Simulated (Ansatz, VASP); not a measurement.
# One calculation of ZnSe, two programs

```
Zn Se
1.0
     0.00000    2.86945    2.86945
     2.86945    0.00000    2.86945
     2.86945    2.86945    0.00000
Zn Se
1 1
Cartesian
  0.0000 0.0000 0.0000
  4.3042 4.3042 4.3042
```

Alike in both runs: task single point; functional PBE; k mesh 8 × 8 × 8; occupations gaussian, width 0.02 eV; no spin polarisation.

```csv
,VASP,Ansatz
version,VASP 6.6.1,Ansatz 0.2.0
potentials or method,"VASP PAW PBE potentials, release 64 (Zn, Se), cutoff 520 eV","scalar-relativistic, plane waves, PAW"
valence electrons in the cell,18,28
```

Ansatz gave:

```
gap on the k mesh at the Fermi level (eV) : 1.14
least direct gap on the mesh (eV)         : 1.14
pressure (GPa)                            : -0.2
```

Q: Which values does VASP return?

A: gap on the k mesh at the Fermi level (eV): 1.14; least direct gap on the mesh (eV): 1.14; pressure (GPa): 0.0.

The functional is the same, so the differences come from potentials, cutoffs and numerics. VASP's potentials hold 18 valence electrons a cell and Ansatz's 28, so a difference there can come from the potentials and not from the codes.
